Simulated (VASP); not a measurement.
Set up this calculation in VASP 6.6.1, as the native input.

| Property | Result |
| --- | --- |
| Task | single point |
| Functional | LDA |
| Potentials or basis | VASP PAW LDA potentials, release 64 (Br) |
| Cutoff | 520 eV |
| k mesh | 13 × 13 × 13 |
| Occupations | fermi-dirac, width 0.136057 eV |
| Spin | no spin polarisation |
| Dipole correction | no |
| Further INCAR settings | ALGO = Normal; EDIFF = 1e-06; NBANDS = 10 |

The structure of Br lies in POSCAR:

```
Br
1.0
   -1.8072240549      1.8072240549      1.8072240549
    1.8072240549     -1.8072240549      1.8072240549
    1.8072240549      1.8072240549     -1.8072240549
Br
1
Direct
    0.0000000000      0.0000000000      0.0000000000
```

These files were run (other wordings do the same):

INCAR

```
SYSTEM = Br
ALGO = Normal
EDIFF = 1E-6
ENCUT = 520
ISIF = 2
ISMEAR = -1
LASPH = .True.
LCHARG = .True.
LELF = .True.
LREAL = .False.
LVHAR = .True.
LWAVE = .False.
NBANDS = 10
NELM = 100
PREC = Accurate
SIGMA = 0.13605693000000002
```

KPOINTS

```
k-points
0
Gamma
  13 13 13
  0 0 0
```

Potentials or basis: VASP PAW LDA potentials, release 64 (Br).

Run with:

```console
$ cat potpaw_LDA.64/Br/POTCAR > POTCAR
$ mpirun -np 1 vasp_std > vasp.out
```

It gave:

* Pressure: -0.3 GPa
* Band gap on the k mesh: zero (an odd number of electrons rules out a gap without spin polarisation)

Caveat: an odd number of electrons without spin polarisation forces a metal; a magnetic or distorted state may lie lower.

It took 8.6 s on 1 thread of Intel Xeon 8259CL (shared host), peak memory 0.13 GiB.
